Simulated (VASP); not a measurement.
# In (Im-3m) in VASP: notebook, part 2 of 2

VASP 6.6.1. Earlier steps stand in the parts before.

**4. Single point, PBE**

This run uses another cell than the first one, of 27.21 Å³/atom.

The input, INCAR:

```
ALGO = Normal
EDIFF = 1E-6
ENCUT = 520
GGA = PE
ISIF = 2
ISMEAR = -1
LASPH = T
LCHARG = T
LELF = T
LREAL = F
LVHAR = T
LWAVE = F
NBANDS = 12
NELM = 100
PREC = Accurate
SIGMA = 0.06122561905347299
```

The input, KPOINTS:

```
k-points
0
Gamma
  14 14 14
```

The input, POSCAR:

```
In
1.0
   -1.8947946394      1.8947946394      1.8947946394
    1.8947946394     -1.8947946394      1.8947946394
    1.8947946394      1.8947946394     -1.8947946394
In
1
Direct
    0.0000000000      0.0000000000      0.0000000000
```

Potentials or basis: VASP PAW PBE potentials, release 64 (In_d).

The run is started by

```console
$ cat potpaw_PBE.64/In_d/POTCAR > POTCAR
$ mpirun -np 1 vasp_std > vasp.out
```

OUTCAR:

```text
EDIFF = 1E-6
   ENCUT = 520
   GGA = PE
   ISIF = 2
   ISMEAR = -1
   LASPH = T
   LREAL = F
   NELM = 100
   PREC = Accurate

 ion  position               nearest neighbor table
   1  0.000  0.000  0.000-

  LATTYP: Found a body centered cubic cell.
 ALAT       =     3.7895892788

  Lattice vectors:

 A1 = (  -1.8947946394,   1.8947946394,   1.8947946394)
 A2 = (   1.8947946394,  -1.8947946394,   1.8947946394)
 A3 = (   1.8947946394,   1.8947946394,  -1.8947946394)

Analysis of symmetry for initial positions (statically):
=====================================================================
 Subroutine PRICEL returns:
 Original cell was already a primitive cell.

 Routine SETGRP: Setting up the symmetry group for a
 body centered cubic supercell.

 Subroutine GETGRP returns: Found 48 space group operations
 (whereof 48 operations were pure point group operations)
 out of a pool of 48 trial point group operations.

The static configuration has the point symmetry O_h .

[... 165 lines left out ...]
  band No.  band energies     occupation
      1      -7.5563      2.00000
      2      -7.5563      2.00000
      3      -7.5563      2.00000
      4      -7.3053      2.00000
      5      -7.3053      2.00000
      6      -2.1872      2.00000
      7      17.7757      0.00000
      8      17.7757      0.00000
      9      17.7757      0.00000
     10      19.9724      0.00000
     11      19.9724      0.00000
     12      19.9724      0.00000
[... 331 lines left out ...]
 k-point    24 :       0.3571    0.2857    0.0000
  band No.  band energies     occupation
      1      -7.6092      2.00000
      2      -7.4444      2.00000
      3      -7.3872      2.00000
      4      -7.2994      2.00000
      5      -7.2598      2.00000
      6       4.1905      2.00000
      7       5.6409      2.00000
      8       7.0094      1.30076
      9      13.0689      0.00000
     10      19.8458      0.00000
     11      21.1526      0.00000
     12      21.1538      0.00000

 [... further k-points ...]

------------------------ aborting loop because EDIFF is reached ----------------------------------------

  FORCE on cell =-STRESS in cart. coord.  units (eV):
  Direction    XX          YY          ZZ          XY          YZ          ZX
  --------------------------------------------------------------------------------------
  -------------------------------------------------------------------------------------
  Total        0.1132504      0.1132504      0.1132504     -0.0000000      0.0000000     -0.0000000
  in kB        6.6681277      6.6681277      6.6681277     -0.0000000      0.0000000     -0.0000000
  external PRESSURE =       6.6681277 kB  Pullay stress =       0.0000000 kB

 VOLUME and BASIS-vectors are now :
 -----------------------------------------------------------------------------
  energy-cutoff  :      520.00
  volume of cell :       27.21
      direct lattice vectors                 reciprocal lattice vectors
    -1.894794639  1.894794639  1.894794639     0.000000000  0.263880839  0.263880839
     1.894794639 -1.894794639  1.894794639     0.263880839  0.000000000  0.263880839
     1.894794639  1.894794639 -1.894794639     0.263880839  0.263880839  0.000000000

 POSITION                                       TOTAL-FORCE (eV/Angst)
 -----------------------------------------------------------------------------------
      0.00000      0.00000      0.00000         0.000000     -0.000000     -0.000000
 -----------------------------------------------------------------------------------
    total drift:                               -0.000000      0.000000      0.000000

  FREE ENERGIE OF THE ION-ELECTRON SYSTEM (eV)
  ---------------------------------------------------
  free  energy   TOTEN  =        -2.5496395441 eV

  energy  without entropy=       -2.5414326669  energy(sigma->0) =       -2.54553611
```

Wall time 30 s (1 thread of AMD EPYC 7R13, shared host); peak memory 0.13 GiB.

Results:

```
Free energy            : -2.5496 eV
Pressure               : 0.7 GPa
Band gap on the k mesh : zero (an odd number of electrons rules out a gap without spin polarisation)
```

Levels at points of the mesh, in eV from the Fermi level:
```tsv
k point	band 4	band 5	band 6	band 7	band 8	band 9
(0.00, 0.00, 0.00)	-14.35	-14.35	-9.23	10.73	10.73	10.73
(0.50, 0.00, 0.00)	-14.36	-14.20	-3.88	-2.99	5.78	7.23
(0.50, 0.50, 0.50)	-14.24	-14.24	0.80	1.30	1.30	1.30
```

Caveat: spin-orbit coupling is left out, which moves the levels of the heavy elements.

**5. Single point, PBE**

This run uses another cell than the first one, of 27.21 Å³/atom.

The input, INCAR:

```
SYSTEM = In
PREC     = Accurate       ! precision mode
ENCUT    = 520            ! plane-wave cutoff, eV
EDIFF    = 1E-7           ! SCF threshold, eV
ISMEAR   = -1             ! smearing method
SIGMA    = 0.06122561905347299 ! smearing width, eV
LREAL    = .False.        ! projectors in reciprocal space
LASPH    = .True.         ! aspherical terms in the spheres
NELM     = 80             ! most SCF steps
ALGO     = Normal         ! electronic algorithm
ISIF     = 2              ! what is computed and relaxed
LWAVE    = .False.        ! write WAVECAR
LCHARG   = .True.         ! write CHGCAR
GGA      = PE             ! functional
LELF     = .True.         ! ELF
LVHAR    = .True.       
NBANDS   = 12             ! bands
```

The input, KPOINTS:

```
Automatic mesh
0
Gamma
  14 14 14
  0 0 0
```

POSCAR is that of step 4.

Potentials or basis: VASP PAW PBE potentials, release 64 (In_d).

The run is started by

```console
$ cat potpaw_PBE.64/In_d/POTCAR > POTCAR
$ mpirun -np 1 vasp_std > vasp.out
```

OUTCAR:

```text
SYSTEM = In
   PREC = Accurate
   ENCUT = 520
   EDIFF = 1E-7
   ISMEAR = -1
   LREAL = .False.
   LASPH = .True.
   NELM = 80
   ISIF = 2
   GGA = PE

 ion  position               nearest neighbor table
   1  0.000  0.000  0.000-

  LATTYP: Found a body centered cubic cell.
 ALAT       =     3.7895892788

  Lattice vectors:

 A1 = (  -1.8947946394,   1.8947946394,   1.8947946394)
 A2 = (   1.8947946394,  -1.8947946394,   1.8947946394)
 A3 = (   1.8947946394,   1.8947946394,  -1.8947946394)

Analysis of symmetry for initial positions (statically):
=====================================================================
 Subroutine PRICEL returns:
 Original cell was already a primitive cell.

 Routine SETGRP: Setting up the symmetry group for a
 body centered cubic supercell.

 Subroutine GETGRP returns: Found 48 space group operations
 (whereof 48 operations were pure point group operations)
 out of a pool of 48 trial point group operations.

The static configuration has the point symmetry O_h .

Analysis of symmetry for dynamics (positions and initial velocities):
[... 164 lines left out ...]
  band No.  band energies     occupation
      1      -7.5563      2.00000
      2      -7.5563      2.00000
      3      -7.5563      2.00000
      4      -7.3052      2.00000
      5      -7.3052      2.00000
      6      -2.1872      2.00000
      7      17.7758      0.00000
      8      17.7758      0.00000
      9      17.7758      0.00000
     10      19.9723      0.00000
     11      19.9723      0.00000
     12      19.9723      0.00000
[... 331 lines left out ...]
 k-point    24 :       0.3571    0.2857    0.0000
  band No.  band energies     occupation
      1      -7.6092      2.00000
      2      -7.4444      2.00000
      3      -7.3872      2.00000
      4      -7.2994      2.00000
      5      -7.2598      2.00000
      6       4.1905      2.00000
      7       5.6408      2.00000
      8       7.0093      1.30082
      9      13.0689      0.00000
     10      19.8458      0.00000
     11      21.1526      0.00000
     12      21.1538      0.00000

 [... further k-points ...]

------------------------ aborting loop because EDIFF is reached ----------------------------------------

  FORCE on cell =-STRESS in cart. coord.  units (eV):
  Direction    XX          YY          ZZ          XY          YZ          ZX
  --------------------------------------------------------------------------------------
  -------------------------------------------------------------------------------------
  Total        0.1133351      0.1133351      0.1133351      0.0000000      0.0000000     -0.0000000
  in kB        6.6731140      6.6731140      6.6731140      0.0000000      0.0000000     -0.0000000
  external PRESSURE =       6.6731140 kB  Pullay stress =       0.0000000 kB

 VOLUME and BASIS-vectors are now :
 -----------------------------------------------------------------------------
  energy-cutoff  :      520.00
  volume of cell :       27.21
      direct lattice vectors                 reciprocal lattice vectors
    -1.894794639  1.894794639  1.894794639     0.000000000  0.263880839  0.263880839
     1.894794639 -1.894794639  1.894794639     0.263880839  0.000000000  0.263880839
     1.894794639  1.894794639 -1.894794639     0.263880839  0.263880839  0.000000000

 POSITION                                       TOTAL-FORCE (eV/Angst)
 -----------------------------------------------------------------------------------
      0.00000      0.00000      0.00000         0.000000     -0.000000     -0.000000
 -----------------------------------------------------------------------------------
    total drift:                               -0.000000      0.000000      0.000000

  FREE ENERGIE OF THE ION-ELECTRON SYSTEM (eV)
  ---------------------------------------------------
  free  energy   TOTEN  =        -2.5496395614 eV

  energy  without entropy=       -2.5414327914  energy(sigma->0) =       -2.54553618
```

It took 34 s on 1 thread of AMD EPYC 7R13, shared host; peak memory 0.13 GiB.

What came out:

| Quantity | Value |
| --- | --- |
| Free energy | -2.5496 eV |
| Pressure | 0.7 GPa |
| Band gap on the k mesh | zero (an odd number of electrons rules out a gap without spin polarisation) |

Caveat: spin-orbit coupling is left out, which moves the levels of the heavy elements.

**6. The runs side by side**

| cell | gap on the mesh (eV) | pressure (GPa) |
| --- | --- | --- |
| a = 3.237 Å, angles 109.5°, 1 atom | none | 2.4 |
| a = 3.259 Å, angles 109.5°, 1 atom | none | 1.5 |
| a = 3.282 Å, angles 109.5°, 1 atom | none | 0.7 |

Alike in all rows: task single point; level PBE; potentials or basis VASP PAW PBE potentials, release 64 (In_d); no spin polarisation; k mesh 14 × 14 × 14; cutoff (eV) 520; smearing fermi-dirac 0.0612256 eV.

Caveats: spin-orbit coupling is left out, which moves the levels of the heavy elements.

Total energies depend on the potentials used, so only differences within one code and one set of settings carry meaning.
